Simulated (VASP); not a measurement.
A run of VASP 6.6.1:

INCAR

```
PREC     = Accurate       # precision mode
ENCUT    = 520            # plane-wave cutoff, eV
EDIFF    = 1E-7           # SCF threshold, eV
ISMEAR   = -1             # smearing method
SIGMA    = 0.05           # smearing width, eV
LREAL    = False          # projectors in reciprocal space
LASPH    = True           # aspherical terms in the spheres
NELM     = 80             # most SCF steps
ALGO     = Normal         # electronic algorithm
ISIF     = 2              # what is computed and relaxed
LWAVE    = False          # write WAVECAR
LCHARG   = False          # write CHGCAR
GGA      = B5             # functional
ALDAX    = 1.0          
AGGAX    = 1.0          
AGGAC    = 1.0          
ALDAC    = 0.0          
NBANDS   = 44             # bands
```

KPOINTS

```
Automatic mesh
0
Gamma
  7 7 2
```

Contents of POSCAR:

```
Ge2Sb2Te5
1.0
    4.2940644248      0.0000000000      0.0000000000
   -2.1470322124      3.7187688774      0.0000000000
    0.0000000000      0.0000000000     17.1013460000
Te Sb Ge
5 2 2
Direct
    0.6666666667      0.3333333333      0.4198920000
    0.3333333333      0.6666666667      0.5801080000
    0.3333333333      0.6666666667      0.2015420000
    0.6666666667      0.3333333333      0.7984580000
    0.0000000000      0.0000000000      0.0000000000
    0.0000000000      0.0000000000      0.3200680000
    0.0000000000      0.0000000000      0.6799320000
    0.6666666667      0.3333333333      0.1028950000
    0.3333333333      0.6666666667      0.8971050000
```

Potentials or basis: VASP PAW PBE potentials, release 64 (Te, Sb, Ge_d).

The run is started by

```console
$ cat potpaw_PBE.64/Te/POTCAR potpaw_PBE.64/Sb/POTCAR potpaw_PBE.64/Ge_d/POTCAR > POTCAR
$ mpirun -np 1 vasp_std > vasp.out
```

Hardware: 1 thread of AMD EPYC 7R13 Processor (Zen 3), with other jobs on the host.

Problem. How long does it take, and how much memory?

Solution. Run time: 5.5 min on 1 thread of AMD EPYC 7R13 Processor (Zen 3) (shared host), peak memory 0.4 GiB. Counts: scf iterations 23, k points 16.
